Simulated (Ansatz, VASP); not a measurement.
# Y: VASP beside Ansatz

INCAR

```
PREC = Accurate ; ENCUT = 520
EDIFF = 1E-7 ; ISMEAR = 0
SIGMA = 0.15 ; LREAL = F
LASPH = T ; NELM = 80
ALGO = Fast ; ISIF = 2
LWAVE = F ; LCHARG = T
GGA = PE ; LELF = T
LVHAR = T ; NBANDS = 18
```

Contents of KPOINTS:

```
regular mesh
0
Gamma
  18 18 8
```

File POSCAR:

```
Y
1.0
    3.4689242752      0.0000000000      0.0000000000
   -1.7344621376      3.0041765462      0.0000000000
    0.0000000000      0.0000000000      5.4600300000
Y
2
Direct
    0.3333333333      0.6666666667      0.2500000000
    0.6666666667      0.3333333333      0.7500000000
```

Input for Ansatz:

```yaml
crystal:
  lattice:
    - [3.4689242752, 0.0, 0.0]
    - [-1.7344621376, 3.0041765462, 0.0]
    - [0.0, 0.0, 5.46003]
  atoms:
    - { symbol: "Y", position: [0.3333333333, 0.6666666667, 0.25] }
    - { symbol: "Y", position: [0.6666666667, 0.3333333333, 0.75] }
basis:
  ecutwfc: 420
kpoints:
  mp_grid: { grid: [18, 18, 8] }
hamiltonian:
  xc: pbe
scf:
  occupations: { method: gaussian, width: 0.15 }
output:
  forces: true
  stress: true
  eigenvalues: true
```

Change from the starting cell: strain -0.050 along x and y, -0.050 along z, atoms carried along.

Alike in both runs: task single point; functional PBE; k mesh 18 × 18 × 8; occupations gaussian, width 0.15 eV; no spin polarisation.

|  | VASP | Ansatz |
| --- | --- | --- |
| version | VASP 6.6.1 | Ansatz 0.2.0 |
| potentials or method | VASP PAW PBE potentials, release 64 (Y_sv), cutoff 520 eV | scalar-relativistic, plane waves, PAW |
| valence electrons in the cell | 22 | 22 |

```tsv
	VASP	Ansatz	Ansatz less VASP
gap on the k mesh at the Fermi level (eV)	none	none	-
pressure (GPa)	7.0	7.2	+0.19
traceless stress, the component that is largest in VASP (GPa)	-0.28	-0.29	-0.010
```

A gap of «none» marks a metal or a gap that the smearing closes.
